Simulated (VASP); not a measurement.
# PbS (Galena) (P1) in VASP: single point with r2SCAN

Aim: the single point of PbS (Galena) with r2SCAN.

Everything below comes from runs of VASP 6.6.1. Logs are shortened: lines on timing, memory, paths and dates and some standing lists are left out, and cuts for length are marked.

## Step 1: The cell of the first run

The typed cell holds 16 atoms: a = 8.402 Å, b = 8.402 Å, c = 8.402 Å, α = 60.00°, β = 60.00°, γ = 60.00°.

## Step 2: Single point, r2SCAN

The input, POSCAR:

```
PbS
1.0
    0.0000000000      5.9411366537      5.9411366537
    5.9411366537      0.0000000000      5.9411366537
    5.9411366537      5.9411366537      0.0000000000
Pb S
8 8
Direct
   -0.0005849049      0.0035092611      0.0004261811
    0.0012383994      0.0023186641      0.5022006181
   -0.0009657243      0.4975084184      0.0037054357
   -0.0061501699      0.4999898459      0.5019488986
    0.5085580716     -0.0082198076     -0.0007417772
    0.5030389257     -0.0069207296      0.5075712234
    0.4963727771      0.5047555165     -0.0043048160
    0.5081015933      0.5028002509      0.4902196616
    0.2469888484      0.2452757082      0.2344471405
    0.2242219928      0.2647317494      0.7514869225
    0.2431243522      0.7634552552      0.2485911512
    0.2543296995      0.7432295800      0.7512741686
    0.7549583121      0.2451765689      0.2610092294
    0.7476674514      0.2616139959      0.7486827453
    0.7245854204      0.7605367901      0.2540616532
    0.7420226561      0.7435018343      0.7438206285
```

The input, INCAR.step1:

```
SYSTEM = PbS
  PREC = Accurate
  ENCUT = 520
  ISMEAR = -1
  SIGMA = 0.02
  LREAL = Auto
  LASPH = .TRUE.
  NELM = 80
  NBANDS = 94
  GGA = PE
  ALGO = Normal
  EDIFF = 1E-4
  LWAVE = .TRUE.
  LCHARG = .FALSE.
  LUSENCCL = .FALSE.
```

The input, INCAR.step2:

```
SYSTEM = PbS
  PREC = Accurate
  ENCUT = 520
  EDIFF = 1E-6
  ISMEAR = -1
  SIGMA = 0.02
  LREAL = Auto
  LASPH = .TRUE.
  NELM = 80
  ALGO = Normal
  ISIF = 2
  LWAVE = .FALSE.
  LCHARG = .FALSE.
  METAGGA = R2SCAN
  LMIXTAU = .TRUE.
  NBANDS = 94
  ISTART = 1
  LUSENCCL = .FALSE.
```

The input, KPOINTS:

```
Automatic mesh
0
G
  2 2 2
  0 0 0
```

Potentials or basis: VASP PAW PBE potentials, release 64 (Pb_d, S).

Started as:

```sh
> cat potpaw_PBE.64/Pb_d/POTCAR potpaw_PBE.64/S/POTCAR > POTCAR
> cp INCAR.step1 INCAR
> mpirun -np 1 vasp_std > vasp.out
> cp INCAR.step2 INCAR
> mpirun -np 1 vasp_std > vasp.out
```

OUTCAR:

```text
SYSTEM = PbS
   PREC = Accurate
   ENCUT = 520
   EDIFF = 1E-6
   ISMEAR = -1
   LREAL = Auto
   LASPH = .TRUE.
   NELM = 80
   ISIF = 2
   METAGGA = R2SCAN
   ISTART = 1

 ion  position               nearest neighbor table
   1  0.999  0.004  0.000-  10 2.89  11 2.92  13 2.99  14 2.99  12 3.03  15 3.08
   2  0.001  0.002  0.502-  13 2.90   9 2.91  11 2.93  12 2.98  14 3.01  16 3.08
   3  0.999  0.498  0.004-   9 2.85  10 2.89  13 2.95  12 2.98  15 3.05  16 3.07   8 4.11   5 4.14

   4  0.994  0.500  0.502-  10 2.85  14 2.88  16 2.88  11 3.05  15 3.07   9 3.10   8 4.12   6 4.13

   5  0.509  0.992  0.999-  15 2.80   9 2.91  11 2.94  16 3.00  14 3.03  10 3.17   8 4.12   3 4.14

   6  0.503  0.993  0.508-  16 2.83  15 2.89  12 2.96  13 2.99  10 3.07   9 3.15   7 4.10   4 4.13

   7  0.496  0.505  0.996-  16 2.88  12 2.89  14 2.91   9 3.03  11 3.04  13 3.11   6 4.10
   8  0.508  0.503  0.490-  15 2.82  13 2.89  14 2.96  12 2.98  11 3.01  10 3.11   3 4.11   5 4.12
                             4 4.12
   9  0.247  0.245  0.234-   3 2.85   5 2.91   2 2.91   7 3.03   4 3.10   6 3.15
  10  0.224  0.265  0.751-   4 2.85   3 2.89   1 2.89   6 3.07   8 3.11   5 3.17
  11  0.243  0.763  0.249-   1 2.92   2 2.93   5 2.94   8 3.01   7 3.04   4 3.05
  12  0.254  0.743  0.751-   7 2.89   6 2.96   3 2.98   8 2.98   2 2.98   1 3.03
  13  0.755  0.245  0.261-   8 2.89   2 2.90   3 2.95   1 2.99   6 2.99   7 3.11
  14  0.748  0.262  0.749-   4 2.88   7 2.91   8 2.96   1 2.99   2 3.01   5 3.03
  15  0.725  0.761  0.254-   5 2.80   8 2.82   6 2.89   3 3.05   4 3.07   1 3.08
  16  0.742  0.744  0.744-   6 2.83   7 2.88   4 2.88   5 3.00   3 3.07   2 3.08

  LATTYP: Found a face centered cubic cell.
 ALAT       =    11.8822733074

  Lattice vectors:

 A1 = (   0.0000000000,   5.9411366537,   5.9411366537)
 A2 = (   5.9411366537,   0.0000000000,   5.9411366537)
 A3 = (   5.9411366537,   5.9411366537,   0.0000000000)

Analysis of symmetry for initial positions (statically):
=====================================================================
 Subroutine PRICEL returns:
 Original cell was already a primitive cell.

 Routine SETGRP: Setting up the symmetry group for a
 face centered cubic supercell.

 Subroutine GETGRP returns: Found  1 space group operations
 (whereof  1 operations were pure point group operations)
 out of a pool of 48 trial point group operations.

The static configuration has the point symmetry C_1 .

Analysis of symmetry for dynamics (positions and initial velocities):
=====================================================================
 Subroutine PRICEL returns:
[... 127 lines left out ...]
   ISYM   =      2    0-nonsym 1-usesym 2-fastsym
   POTIM  = 0.5000    time-step for ionic-motion
   TEBEG  =    0.0;   TEEND  =   0.0 temperature during run
   PSTRESS=    0.0 pullay stress
   NELECT =     160.0000    total number of electrons
   NUPDOWN=      -1.0000    fix difference up-down
   EMIN   =  10.00;   EMAX   =-10.00  energy-range for DOS
   EFERMI =   0.00;   METHOD = LEGACY
   ISMEAR =    -1;   SIGMA  =   0.02  broadening in eV -4-tet -1-fermi 0-gaus
   EFERMI_NEDOS =   21; number of points for ismear=-14 and -15
   IALGO  =     38    algorithm
   IMIX   =      4    mixing-type and parameters
     AMIX     =   0.40;   BMIX     =  1.00
     AMIX_MAG =   1.60;   BMIX_MAG =  1.00
  volume/ion in A,a.u.               =      26.21       176.89
  Fermi-wavevector in a.u.,A,eV,Ry     =   1.187322  2.243714 19.180598  1.409734
  Thomas-Fermi vector in A             =   2.323476
   LORBIT       =      0    0 simple, 1 ext, 2 COOP (PROOUT), +10 PAW based schemes
   METAGGA = R2SCAN    functional components
   LHFCALC =     F    Hartree Fock is set to
   AEXX    =    0.0000 exact exchange contribution
   IVDW    =     0    specifies the selected vdW correction
   LEPSILON=     F    determine dielectric tensor
   LRPA    =     F    only Hartree local field effects (RPA)
 non-spin polarized calculation
  energy-cutoff  :      520.00
  volume of cell :      419.41
 maximum number of plane-waves:     11311
 NGX is ok and might be reduce to    64
   NGX = 31   NGY = 31   NGZ = 31

 number of electron     160.0000003 magnetization

 Free energy of the ion-electron system (eV)
  ---------------------------------------------------
  ext. energy  EPLUGINS =         0.00000000
  ---------------------------------------------------
  free energy    TOTEN  =      -524.70331810 eV

  energy without entropy =     -524.70331809  energy(sigma->0) =     -524.70331810

 E-fermi :   5.9447     XC(G=0): -10.2248

 val. band max:        5.5973753221   @ k =   0.0000   0.0000   0.0000
 cond. band min:       6.2939710066   @ k =   0.0000   0.0000   0.0000
 fundamental gap:      0.6965956845
 Fermi energy:         5.9447010657

 k-point     1 :       0.0000    0.0000    0.0000
  band No.  band energies     occupation
      1     -11.9709      2.00000
      2     -11.9640      2.00000
      3     -11.9592      2.00000
      4     -11.8436      2.00000
      5     -11.8412      2.00000
      6     -11.8371      2.00000
[... 749 lines left out ...]
     91       8.5912      0.00000
     92       8.6388      0.00000
 [bands above 92 left out]

------------------------ aborting loop because EDIFF is reached ----------------------------------------

  FORCE on cell =-STRESS in cart. coord.  units (eV):
  Direction    XX          YY          ZZ          XY          YZ          ZX
  --------------------------------------------------------------------------------------
  -------------------------------------------------------------------------------------
  Total        3.3602314      3.9044319      3.2573889     -0.2204763      0.4401188      0.1940510
  in kB       12.8363380     14.9152252     12.4434720     -0.8422360      1.6812873      0.7412894
  external PRESSURE =      13.3983451 kB  Pullay stress =       0.0000000 kB

 VOLUME and BASIS-vectors are now :
 -----------------------------------------------------------------------------
  energy-cutoff  :      520.00
  volume of cell :      419.41
      direct lattice vectors                 reciprocal lattice vectors
     0.000000000  5.941136654  5.941136654    -0.084158980  0.084158980  0.084158980
     5.941136654  0.000000000  5.941136654     0.084158980 -0.084158980  0.084158980
     5.941136654  5.941136654  0.000000000     0.084158980  0.084158980 -0.084158980

 POSITION                                       TOTAL-FORCE (eV/Angst)
 -----------------------------------------------------------------------------------
      0.02338      5.94019      5.95851        -0.002507      0.070931      0.130281
      2.99742      2.99100      0.02113        -0.148441     -0.018180      0.078309
      2.97778      5.95741      8.89116        -0.180776      0.091642      0.047413
      5.95265      8.88674      8.87511        -0.118014      0.179285      0.149876
     11.82903      8.95814      8.91371         0.231578     -0.256033     -0.057776
      8.91557      6.00417      8.88864         0.107896     -0.216690      0.039246
[... 8 lines left out ...]
      6.02787      5.81428      8.82331         0.011184      0.116829      0.145695
      8.83639      8.82760      8.82570        -0.043554     -0.014533      0.099567
 -----------------------------------------------------------------------------------
    total drift:                               -0.007537      0.002173     -0.002021

  FREE ENERGIE OF THE ION-ELECTRON SYSTEM (eV)
  ---------------------------------------------------
  free  energy   TOTEN  =      -524.7033181007 eV

  energy  without entropy=     -524.7033180934  energy(sigma->0) =     -524.70331810
```

OUTCAR.step1:

```text
SYSTEM = PbS
   PREC = Accurate
   ENCUT = 520
   ISMEAR = -1
   LREAL = Auto
   LASPH = .TRUE.
   NELM = 80
[... 1014 lines left out ...]
      8.91557      6.00417      8.88864         0.123627     -0.224439      0.042420
[... 8 lines left out ...]
      6.02787      5.81428      8.82331        -0.003305      0.138831      0.166520
      8.83639      8.82760      8.82570        -0.017499      0.009355      0.112995
 -----------------------------------------------------------------------------------
    total drift:                               -0.007442      0.002040     -0.000599

  FREE ENERGIE OF THE ION-ELECTRON SYSTEM (eV)
  ---------------------------------------------------
  free  energy   TOTEN  =       -69.8966584060 eV

  energy  without entropy=      -69.8966557903  energy(sigma->0) =      -69.89665710
```

It took 3.7 min on 1 × NVIDIA H100 80GB with 1 thread of AMD EPYC 7R13 (Zen 3), shared host; peak memory 1.7 GiB.

What came out:

```
Free energy            : -524.7033 eV
Pressure               : 1.3 GPa
Largest force          : 0.350 eV/Å
Band gap on the k mesh : 0.70 eV
```

Forces on the atoms (eV/Å):
```
Pb  -0.003  0.071  0.130
Pb  -0.148 -0.018  0.078
Pb  -0.181  0.092  0.047
Pb  -0.118  0.179  0.150
Pb   0.232 -0.256 -0.058
Pb   0.108 -0.217  0.039
Pb   0.020  0.089 -0.155
Pb   0.138 -0.025 -0.304
S    0.134  0.083 -0.063
S   -0.069  0.083 -0.075
S   -0.046  0.010  0.024
S    0.156  0.079  0.066
S   -0.210 -0.187 -0.046
S    0.019 -0.085 -0.079
S    0.011  0.117  0.146
S   -0.044 -0.015  0.100
```

Stress tensor (GPa, compression positive):
```
 1.28 -0.08  0.07
-0.08  1.49  0.17
 0.07  0.17  1.24
```

Caveat: the k points lie up to 0.46 Å⁻¹ apart; the PAW data sets were made with another functional, which shifts forces and pressure a little; spin-orbit coupling is left out, which moves the levels of the heavy elements.
